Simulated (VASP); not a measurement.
## Pd: single point with LDA

The system is Pd.

```
Pd
1.0
     2.11751    0.00000    0.00000
     0.00000    2.11751    0.00000
     0.00000    0.00000    2.11751
Pd
1
Direct
  0.00000 0.00000 0.00000
```

This cell differs from its parent crystal: volume scaled by 0.58.

```
Program                : VASP 6.6.1
Task                   : single point
Functional             : LDA
Potentials or basis    : VASP PAW LDA potentials, release 64 (Pd)
Cutoff                 : 520 eV
k mesh                 : 15 × 15 × 15
Occupations            : fermi-dirac, width 0.1 eV
Spin                   : no spin polarisation
Dipole correction      : no
Further INCAR settings : ALGO = Normal; EDIFF = 1e-07; NBANDS = 11
```

```yaml
Pressure: 354.6 GPa
Band_gap_on_the_k_mesh: zero (band 5 reaches 23.33 eV, above the bottom of band 6 at 18.11 eV)
```

Levels at points of the mesh, in eV from the Fermi level:
| k point | band 3 | band 4 | band 5 | band 6 | band 7 | band 8 |
| --- | --- | --- | --- | --- | --- | --- |
| (0.00, 0.00, 0.00) | -11.18 | 0.31 | 0.31 | 0.31 | 20.51 | 20.51 |

Run time: 7.9 s on 1 thread of Intel Xeon 8259CL, with other jobs on the host, peak memory 0.12 GiB.
